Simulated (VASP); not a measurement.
Crystal: MgCd5Te6.

```
Mg Cd Te
1.0
     4.32295    0.00000    0.00000
    -2.16147    3.74378    0.00000
     0.00000    0.00000   21.27975
Mg Cd Te
1 5 6
Cartesian
  2.1615 1.2479 3.5492
  0.0000 2.4959 0.0026
  0.0000 2.4959 7.0958
  0.0000 2.4959 14.1891
  2.1615 1.2479 10.6425
  2.1615 1.2479 17.7357
  0.0000 2.4959 2.6574
  0.0000 2.4959 9.7506
  0.0000 2.4959 16.8439
  2.1615 1.2479 6.2040
  2.1615 1.2479 13.2973
  2.1615 1.2479 20.3905
```

| Property | Result |
| --- | --- |
| Program | VASP 6.6.1 |
| Task | relaxation of cell and atoms |
| Functional | PBE |
| Potentials or basis | VASP PAW PBE potentials, release 64 (Mg, Cd, Te) |
| Cutoff | 600 eV |
| k mesh | 6 × 6 × 1 |
| Occupations | gaussian, width 0.1 eV |
| Spin | no spin polarisation |

At the start: pressure 13.6 GPa; volume 28.70 Å³/atom.

Question: How do energy, volume and symmetry change on relaxing?

Answer: Over 9 steps the energy falls by 254.3 meV/atom and the volume is 36.03 Å³/atom (+25.5 %); space group P3m1 (No. 156, to 0.1 Å) before and after.

The path:
| step | energy change (eV) | largest force (eV/Å) | pressure (GPa) | volume (Å³) |
| --- | --- | --- | --- | --- |
| 1 | 0.0000 | 0.5906 | 13.63 | 344.40 |
| 2 | -2.5701 | 0.0638 | -2.88 | 481.02 |
| 3 | -3.0450 | 0.1058 | 0.11 | 431.63 |
| 4 | -3.0455 | 0.1016 | -0.04 | 433.51 |
| 5 | -3.0467 | 0.0821 | -0.04 | 433.46 |
| 6 | -3.0494 | 0.0549 | -0.03 | 433.32 |
| 7 | -3.0499 | 0.0867 | -0.02 | 433.05 |
| 8 | -3.0505 | 0.0577 | -0.03 | 433.16 |
| 9 | -3.0513 | 0.0350 | 0.03 | 432.34 |

Final structure:
```cif
data_structure
_symmetry_space_group_name_H-M 'P 1'
_symmetry_Int_Tables_number 1
_cell_length_a 4.6674
_cell_length_b 4.6674
_cell_length_c 22.9162
_cell_angle_alpha 90.000
_cell_angle_beta 90.000
_cell_angle_gamma 120.000
_cell_volume 432.34
loop_
_atom_site_label
_atom_site_type_symbol
_atom_site_fract_x
_atom_site_fract_y
_atom_site_fract_z
_atom_site_occupancy
Mg1 Mg 0.66667 0.33333 0.16568 1
Cd1 Cd 0.33333 0.66667 0.00158 1
Cd2 Cd 0.33333 0.66667 0.33274 1
Cd3 Cd 0.33333 0.66667 0.66665 1
Cd4 Cd 0.66667 0.33333 0.49990 1
Cd5 Cd 0.66667 0.33333 0.83337 1
Te1 Te 0.33333 0.66667 0.12725 1
Te2 Te 0.33333 0.66667 0.45803 1
Te3 Te 0.33333 0.66667 0.79169 1
Te4 Te 0.66667 0.33333 0.28943 1
Te5 Te 0.66667 0.33333 0.62496 1
Te6 Te 0.66667 0.33333 0.95872 1
```

Caveat: the volume moved by over 15 % at a fixed basis, so the end points are rough.
